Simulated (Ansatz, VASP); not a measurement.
# Bi: VASP beside Ansatz

File INCAR:

```
ALGO = Normal
DIPOL = 0.5 0.5 0.500
EDIFF = 1E-7
ENCUT = 520
GGA = PE
IDIPOL = 3
ISIF = 2
ISMEAR = 0
LASPH = T
LCHARG = F
LDIPOL = T
LREAL = F
LWAVE = F
NBANDS = 22
NELM = 60
PREC = Accurate
SIGMA = 0.02
```

Contents of KPOINTS:

```
k-points
0
Gamma
  9 9 1
```

Contents of POSCAR:

```
Bi
1.0
    4.2790000000      0.0000000000      0.0000000000
   -2.1395000000      3.7057227028      0.0000000000
    0.0000000000      0.0000000000     28.0000000000
Bi
2
Direct
    0.3333333333      0.6666666667      0.5330178571
    0.6666666667      0.3333333333      0.4669821429
```

Input for Ansatz:

```yaml
crystal:
  lattice:
    - [4.279, 0.0, 0.0]
    - [-2.1395, 3.7057227028, 0.0]
    - [0.0, 0.0, 28.0]
  atoms:
    - { symbol: Bi, position: [0.3333333333, 0.6666666667, 0.5330178571] }
    - { symbol: Bi, position: [0.6666666667, 0.3333333333, 0.4669821429] }
  periodic: [true, true, false]
basis:
  ecutwfc: 420
kpoints:
  mp_grid: { grid: [9, 9, 1] }
hamiltonian:
  xc: pbe
scf:
  occupations: { method: gaussian, width: 0.02 }
output:
  forces: true
  stress: true
  eigenvalues: true
```

Alike in both runs: task single point; functional PBE; k mesh 9 × 9 × 1; occupations gaussian, width 0.02 eV; no spin polarisation.

```csv
,VASP,Ansatz
version,VASP 6.6.1,Ansatz 0.2.0
potentials or method,"VASP PAW PBE potentials, release 64 (Bi_d), cutoff 520 eV","scalar-relativistic, plane waves, PAW"
valence electrons in the cell,30,30
```

|  | VASP | Ansatz | Ansatz less VASP |
| --- | --- | --- | --- |
| gap on the k mesh at the Fermi level (eV) | 0.50 | 0.51 | +0.011 |
| least direct gap on the mesh (eV) | 0.50 | 0.51 | +0.011 |
| rms of the force components (eV/Å) | 0.406 | 0.414 | +0.0076 |

Atom by atom the forces differ by 0.008 eV/Å (rms over components).

Neither program's run includes spin-orbit coupling.
